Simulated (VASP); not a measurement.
# WSe2 in VASP: a series of runs

Runs on WSe2. Level: PBE. Tasks: single point.

Everything below comes from runs of VASP 6.6.1. Logs are shortened: lines on timing, memory, paths and dates and some standing lists are left out, and cuts for length are marked.

## 1. The cell of the first run

The cell holds a slab with vacuum, 9 atoms: a = 3.318 Å, b = 3.318 Å, c = 29.739 Å, α = 90.00°, β = 90.00°, γ = 120.00°.

## 2. Single point, PBE

Input file INCAR:

```
PREC = Accurate
ENCUT = 520
EDIFF = 1E-6
ISMEAR = 0
SIGMA = 0.1
LREAL = F
LASPH = T
NELM = 80
ALGO = Normal
ISIF = 2
LWAVE = F
LCHARG = F
GGA = PE
NBANDS = 49
```

Input file KPOINTS:

```
Automatic mesh
0
Gamma
  6 6 1
```

Input file POSCAR:

```
WSe2
1.0
    3.3181158941      0.0000000000      0.0000000000
   -1.6590579470      2.8735726570      0.0000000000
    0.0000000000      0.0000000000     29.7394474100
W Se
3 6
Direct
    0.6666666700      0.3333333300      0.0000000000
    0.3333333300      0.6666666700      0.7704474400
    0.3333333300      0.6666666700      0.2295525600
    0.3333333300      0.6666666700      0.0559251100
    0.6666666700      0.3333333300      0.8263670200
    0.6666666700      0.3333333300      0.2854460400
    0.3333333300      0.6666666700      0.9440748900
    0.6666666700      0.3333333300      0.7145539600
    0.6666666700      0.3333333300      0.1736329800
```

Potentials or basis: VASP PAW PBE potentials, release 64 (W_sv, Se).

On the command line:

```sh
cat potpaw_PBE.64/W_sv/POTCAR potpaw_PBE.64/Se/POTCAR > POTCAR
mpirun -np 1 vasp_std > vasp.out
```

OUTCAR:

```text
PREC = Accurate
   ENCUT = 520
   EDIFF = 1E-6
   ISMEAR = 0
   LREAL = F
   LASPH = T
   NELM = 80
   ISIF = 2
   GGA = PE

 ion  position               nearest neighbor table
   1  0.667  0.333  0.000-   4 2.54   7 2.54   4 2.54   7 2.54   4 2.54   7 2.54
   2  0.333  0.667  0.770-   8 2.54   8 2.54   8 2.54   5 2.54   5 2.54   5 2.54
   3  0.333  0.667  0.230-   6 2.54   6 2.54   6 2.54   9 2.54   9 2.54   9 2.54
   4  0.333  0.667  0.056-   1 2.54   1 2.54   1 2.54
   5  0.667  0.333  0.826-   2 2.54   2 2.54   2 2.54
   6  0.667  0.333  0.285-   3 2.54   3 2.54   3 2.54
   7  0.333  0.667  0.944-   1 2.54   1 2.54   1 2.54
   8  0.667  0.333  0.715-   2 2.54   2 2.54   2 2.54
   9  0.667  0.333  0.174-   3 2.54   3 2.54   3 2.54

  LATTYP: Found a hexagonal cell.
 ALAT       =     3.3181158941
 C/A-ratio  =     8.9627512598

  Lattice vectors:

 A1 = (   3.3181158941,   0.0000000000,   0.0000000000)
 A2 = (  -1.6590579470,   2.8735726570,   0.0000000000)
 A3 = (   0.0000000000,   0.0000000000,  29.7394474100)

Analysis of symmetry for initial positions (statically):
=====================================================================
 Subroutine PRICEL returns:
 Original cell was already a primitive cell.

 Routine SETGRP: Setting up the symmetry group for a
 hexagonal supercell.

 Subroutine GETGRP returns: Found 12 space group operations
 (whereof 12 operations were pure point group operations)
 out of a pool of 24 trial point group operations.

The static configuration has the point symmetry D_3h.

Analysis of symmetry for dynamics (positions and initial velocities):
=====================================================================
 Subroutine PRICEL returns:
 Original cell was already a primitive cell.

 Routine SETGRP: Setting up the symmetry group for a
 hexagonal supercell.

 Subroutine GETGRP returns: Found 12 space group operations
 (whereof 12 operations were pure point group operations)
 out of a pool of 24 trial point group operations.

The dynamic configuration has the point symmetry D_3h.

 Subroutine INISYM returns: Found 12 space group operations
 (whereof 12 operations are pure point group operations),
 and found     1 'primitive' translations

----------------------------------------------------------------------------------------

                                     Primitive cell

  volume of cell :     283.5611

  direct lattice vectors                    reciprocal lattice vectors
     3.318115894  0.000000000  0.000000000     0.301375851  0.173999428  0.000000000
    -1.659057947  2.873572657  0.000000000     0.000000000  0.347998857  0.000000000
     0.000000000  0.000000000 29.739447410     0.000000000  0.000000000  0.033625373

  length of vectors
     3.318115894  3.318115894 29.739447410     0.347998857  0.347998857  0.033625373

  position of ions in fractional coordinates (direct lattice)
     0.666666670  0.333333330  0.000000000
     0.333333330  0.666666670  0.770447440
     0.333333330  0.666666670  0.229552560
     0.333333330  0.666666670  0.055925110
     0.666666670  0.333333330  0.826367020
     0.666666670  0.333333330  0.285446040
     0.333333330  0.666666670  0.944074890
     0.666666670  0.333333330  0.714553960
     0.666666670  0.333333330  0.173632980

  ion indices of the primitive-cell ions
   primitive index   ion index
                 1           1
                 2           2
                 3           3
                 4           4
                 5           5
                 6           6
                 7           7
                 8           8
                 9           9

----------------------------------------------------------------------------------------

 KPOINTS: Automatic mesh

Automatic generation of k-mesh.
 Grid dimensions read from file:
 generate k-points for:    6    6    1

 Generating k-lattice:

  Cartesian coordinates                     Fractional coordinates (reciprocal lattice)
     0.050229308  0.028999905  0.000000000     0.166666667  0.000000000  0.000000000
     0.000000000  0.057999809  0.000000000     0.000000000  0.166666667  0.000000000
     0.000000000  0.000000000  0.033625373     0.000000000  0.000000000  1.000000000

  Length of vectors
     0.057999809  0.057999809  0.033625373

  Shift w.r.t. Gamma in fractional coordinates (k-lattice)
     0.000000000  0.000000000  0.000000000

 Subroutine IBZKPT returns following result:
 ===========================================

 Found      7 irreducible k-points:

 Following reciprocal coordinates:
            Coordinates               Weight
  0.000000  0.000000  0.000000      1.000000
  0.166667 -0.000000  0.000000      6.000000
  0.333333  0.000000  0.000000      6.000000
  0.500000  0.000000  0.000000      3.000000
  0.166667  0.166667  0.000000      6.000000
  0.333333  0.166667  0.000000     12.000000
  0.333333  0.333333  0.000000      2.000000
   k-points           NKPTS =      7   k-points in BZ     NKDIM =      7   number of bands    NBANDS=     49
   number of dos      NEDOS =    301   number of ions     NIONS =      9
   total plane-waves  NPLWV = 175616
   dimension x,y,z NGX =    28 NGY =   28 NGZ =  224
   dimension x,y,z NGXF=    56 NGYF=   56 NGZF=  448
   ions per type =               3   6
   NGX,Y,Z   is equivalent  to a cutoff of  14.03, 14.03, 12.52 a.u.
   NGXF,Y,Z  is equivalent  to a cutoff of  28.06, 28.06, 25.04 a.u.
 SYSTEM =  unknown system
   PREC   = accura    normal or accurate (medium, high low for compatibility)
   ISTART =      0    job   : 0-new  1-cont  2-samecut
   ICHARG =      2    charge: 1-file 2-atom 10-const
   ISPIN  =      1    spin polarized calculation?
   LNONCOLLINEAR =      F non collinear calculations
   LSORBIT =      F    spin-orbit coupling
   LASPH  =      T    aspherical Exc in radial PAW
   ENCUT  =  520.0 eV  38.22 Ry    6.18 a.u.   6.17  6.17 55.30*2*pi/ulx,y,z
   NELM   =     80;   NELMIN=  2; NELMDL= -5     # of ELM steps
   EDIFF  = 0.1E-05   stopping-criterion for ELM
   LREAL  =      F    real-space projection
   EDIFFG = 0.1E-04   stopping-criterion for IOM
   NSW    =      0    number of steps for IOM
   IBRION =     -1    ionic relax: 0-MD 1-quasi-New 2-CG
   NFREE  =      0    steps in history (QN), initial steepest desc. (CG)
   ISIF   =      2    stress and relaxation
   ISYM   =      2    0-nonsym 1-usesym 2-fastsym
   POTIM  = 0.5000    time-step for ionic-motion
   TEBEG  =    0.0;   TEEND  =   0.0 temperature during run
   PSTRESS=    0.0 pullay stress
   NELECT =      78.0000    total number of electrons
   NUPDOWN=      -1.0000    fix difference up-down
   EMIN   =  10.00;   EMAX   =-10.00  energy-range for DOS
   EFERMI =   0.00;   METHOD = LEGACY
   ISMEAR =     0;   SIGMA  =   0.10  broadening in eV -4-tet -1-fermi 0-gaus
   EFERMI_NEDOS =   21; number of points for ismear=-14 and -15
   IALGO  =     38    algorithm
   IMIX   =      4    mixing-type and parameters
     AMIX     =   0.40;   BMIX     =  1.00
     AMIX_MAG =   1.60;   BMIX_MAG =  1.00
  volume/ion in A,a.u.               =      31.51       212.62
  Fermi-wavevector in a.u.,A,eV,Ry     =   1.064692  2.011977 15.423155  1.133570
  Thomas-Fermi vector in A             =   2.200219
   LORBIT       =      0    0 simple, 1 ext, 2 COOP (PROOUT), +10 PAW based schemes
   GGA     = PE    functional components
   LHFCALC =     F    Hartree Fock is set to
   AEXX    =    0.0000 exact exchange contribution
   IVDW    =     0    specifies the selected vdW correction
   LEPSILON=     F    determine dielectric tensor
   LRPA    =     F    only Hartree local field effects (RPA)
 non-spin polarized calculation
 Gauss-broadening in eV      SIGMA  =   0.10
  energy-cutoff  :      520.00
  volume of cell :      283.56
 maximum number of plane-waves:      7656
 NGX is ok and might be reduce to    28
   NGX = 13   NGY = 13   NGZ =111

 number of electron      77.9999992 magnetization

 Free energy of the ion-electron system (eV)
  ---------------------------------------------------
  ext. energy  EPLUGINS =         0.00000000
  ---------------------------------------------------
  free energy    TOTEN  =       -64.83026312 eV

  energy without entropy =      -64.83026312  energy(sigma->0) =      -64.83026312

 E-fermi :   2.6647     XC(G=0):  -7.4031

 val. band max:        2.1348443770   @ k =   0.0000   0.0000   0.0000
 cond. band min:       3.5027144500   @ k =   0.1667   0.1667   0.0000
 fundamental gap:      1.3678700730
 Fermi energy:         2.6647230662

 k-point     1 :       0.0000    0.0000    0.0000
  band No.  band energies     occupation
      1     -72.0489      2.00000
      2     -72.0471      2.00000
      3     -72.0471      2.00000
      4     -36.2786      2.00000
      5     -36.2766      2.00000
      6     -36.2766      2.00000
[... 41 lines left out ...]
     48       5.1296      0.00000
     49       5.1414      0.00000

 k-point     2 :       0.1667   -0.0000    0.0000
  band No.  band energies     occupation
      1     -72.0467      2.00000
      2     -72.0449      2.00000
      3     -72.0449      2.00000
      4     -36.2683      2.00000
      5     -36.2664      2.00000
      6     -36.2664      2.00000
[... 41 lines left out ...]
     48       4.7301      0.00000
     49       5.4872      0.00000

 k-point     3 :       0.3333    0.0000    0.0000
  band No.  band energies     occupation
      1     -72.0421      2.00000
      2     -72.0403      2.00000
      3     -72.0403      2.00000
      4     -36.3344      2.00000
      5     -36.3328      2.00000
      6     -36.3328      2.00000
[... 41 lines left out ...]
     48       5.6041      0.00000
     49       6.1420      0.00000

 k-point     4 :       0.5000    0.0000    0.0000
  band No.  band energies     occupation
      1     -72.0399      2.00000
      2     -72.0381      2.00000
      3     -72.0381      2.00000
      4     -36.3865      2.00000
      5     -36.3849      2.00000
      6     -36.3849      2.00000
[... 41 lines left out ...]
     48       6.0296      0.00000
     49       6.2159      0.00000

 k-point     5 :       0.1667    0.1667    0.0000
  band No.  band energies     occupation
      1     -72.0433      2.00000
      2     -72.0415      2.00000
      3     -72.0415      2.00000
      4     -36.2983      2.00000
      5     -36.2967      2.00000
      6     -36.2967      2.00000
[... 41 lines left out ...]
     48       4.8769      0.00000
     49       6.1142      0.00000

 k-point     6 :       0.3333    0.1667    0.0000
  band No.  band energies     occupation
      1     -72.0399      2.00000
      2     -72.0381      2.00000
      3     -72.0381      2.00000
      4     -36.3601      2.00000
      5     -36.3585      2.00000
      6     -36.3585      2.00000
[... 41 lines left out ...]
     48       5.4841      0.00000
     49       6.1482      0.00000

 k-point     7 :       0.3333    0.3333    0.0000
  band No.  band energies     occupation
      1     -72.0387      2.00000
      2     -72.0369      2.00000
      3     -72.0369      2.00000
      4     -36.3341      2.00000
      5     -36.3325      2.00000
      6     -36.3325      2.00000
[... 41 lines left out ...]
     48       5.4951      0.00000
     49       6.7803      0.00000

------------------------ aborting loop because EDIFF is reached ----------------------------------------

  FORCE on cell =-STRESS in cart. coord.  units (eV):
  Direction    XX          YY          ZZ          XY          YZ          ZX
  --------------------------------------------------------------------------------------
  -------------------------------------------------------------------------------------
  Total        1.6515524      1.6515524      3.7457699      0.0000000      0.0000000      0.0000000
  in kB        9.3316040      9.3316040     21.1643555      0.0000000      0.0000000      0.0000000
  external PRESSURE =      13.2758545 kB  Pullay stress =       0.0000000 kB

 VOLUME and BASIS-vectors are now :
 -----------------------------------------------------------------------------
  energy-cutoff  :      520.00
  volume of cell :      283.56
      direct lattice vectors                 reciprocal lattice vectors
     3.318115894  0.000000000  0.000000000     0.301375851  0.173999428  0.000000000
    -1.659057947  2.873572657  0.000000000     0.000000000  0.347998857  0.000000000
     0.000000000  0.000000000 29.739447410     0.000000000  0.000000000  0.033625373

 POSITION                                       TOTAL-FORCE (eV/Angst)
 -----------------------------------------------------------------------------------
      1.65906      0.95786      0.00000         0.000000     -0.000000     -0.000000
     -0.00000      1.91572     22.91268         0.000000     -0.000000     -0.008614
     -0.00000      1.91572      6.82677         0.000000      0.000000      0.008614
     -0.00000      1.91572      1.66318         0.000000     -0.000000      0.295864
      1.65906      0.95786     24.57570        -0.000000     -0.000000      0.300768
      1.65906      0.95786      8.48901        -0.000000     -0.000000      0.340123
     -0.00000      1.91572     28.07627         0.000000      0.000000     -0.295864
      1.65906      0.95786     21.25044        -0.000000     -0.000000     -0.340123
      1.65906      0.95786      5.16375        -0.000000     -0.000000     -0.300768
 -----------------------------------------------------------------------------------
    total drift:                                0.000008     -0.000005     -0.000000

  FREE ENERGIE OF THE ION-ELECTRON SYSTEM (eV)
  ---------------------------------------------------
  free  energy   TOTEN  =       -64.8302631236 eV

  energy  without entropy=      -64.8302631236  energy(sigma->0) =      -64.83026312
```

It took 2.5 min on 1 thread of Intel Xeon Platinum 8488C (Sapphire Rapids), shared host; peak memory 0.46 GiB.

What came out:

- Free energy: -64.8303 eV
- Largest force: 0.340 eV/Å
- Band gap on the k mesh: 1.37 eV, indirect (least direct gap 1.48 eV)

Forces in eV/Å, atoms in the order of the input:
```
W    0.000  0.000  0.000
W    0.000  0.000 -0.009
W    0.000  0.000  0.009
Se   0.000  0.000  0.296
Se   0.000  0.000  0.301
Se   0.000  0.000  0.340
Se   0.000  0.000 -0.296
Se   0.000  0.000 -0.340
Se   0.000  0.000 -0.301
```

Levels at points of the mesh, in eV from the valence-band top:
| k point | band 36 | band 37 | band 38 | band 39 | band 40 | band 41 | band 42 | band 43 |
| --- | --- | --- | --- | --- | --- | --- | --- | --- |
| (0.00, 0.00, 0.00) | -1.41 | -0.61 | -0.25 | 0.00 | 2.78 | 2.78 | 2.79 | 2.79 |
| (0.50, 0.00, 0.00) | -1.11 | -1.11 | -1.09 | -1.07 | 2.21 | 2.22 | 2.22 | 2.53 |

Caveat: spin-orbit coupling is left out, which moves the levels of the heavy elements.

(Part 1 of 2 ends here.)
